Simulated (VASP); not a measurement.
Wanted: the native input for a VASP 6.6.1 run.

| Property | Result |
| --- | --- |
| Task | single point |
| Functional | PBE |
| Potentials or basis | VASP PAW PBE potentials, release 64 (As, Pt) |
| Cutoff | 520 eV |
| k mesh | 6 × 6 × 1 |
| Occupations | gaussian, width 0.1 eV |
| Spin | no spin polarisation |
| Dipole correction | yes |
| Further INCAR settings | ALGO = Normal; EDIFF = 1e-06; NBANDS = 14 |

The structure of AsPt lies in POSCAR:

```
AsPt
1.0
    4.2575140000      0.0000000000      0.0000000000
   -2.1287570000      3.6871160000      0.0000000000
    0.0000000000      0.0000000000     14.0000000000
As Pt
1 1
Direct
    0.3333333300      0.6666666700      0.5000000000
    0.0000000000      0.0000000000      0.5000000000
```

The cell was built from a structure type or drawn by symmetry, and may not be a known phase.

These files were run (other wordings do the same):

INCAR

```
SYSTEM = AsPt
PREC = Accurate
ENCUT = 520
EDIFF = 1E-6
ISMEAR = 0
SIGMA = 0.1
LREAL = .False.
LASPH = .True.
NELM = 60
ALGO = Normal
ISIF = 2
LWAVE = .False.
LCHARG = .False.
LDIPOL = .True.
IDIPOL = 3
DIPOL = 0.5 0.5 0.500
GGA = PE
NBANDS = 14
```

KPOINTS

```
Automatic mesh
0
Gamma
  6 6 1
  0 0 0
```

Potentials or basis: VASP PAW PBE potentials, release 64 (As, Pt).

Run with:

```bash
$ cat potpaw_PBE.64/As/POTCAR potpaw_PBE.64/Pt/POTCAR > POTCAR
$ mpirun -np 1 vasp_std > vasp.out
```

Results of the run:

```yaml
Band_gap_on_the_k_mesh: zero (an odd number of electrons rules out a gap without spin polarisation)
```

Caveat: spin-orbit coupling is left out, which moves the levels of the heavy elements.

Run time: 50 s on 1 thread of Intel(R) Xeon(R) Platinum 8259CL CPU @ 2.50GHz (Skylake/Cascade Lake), on a shared host, peak memory 0.31 GiB.
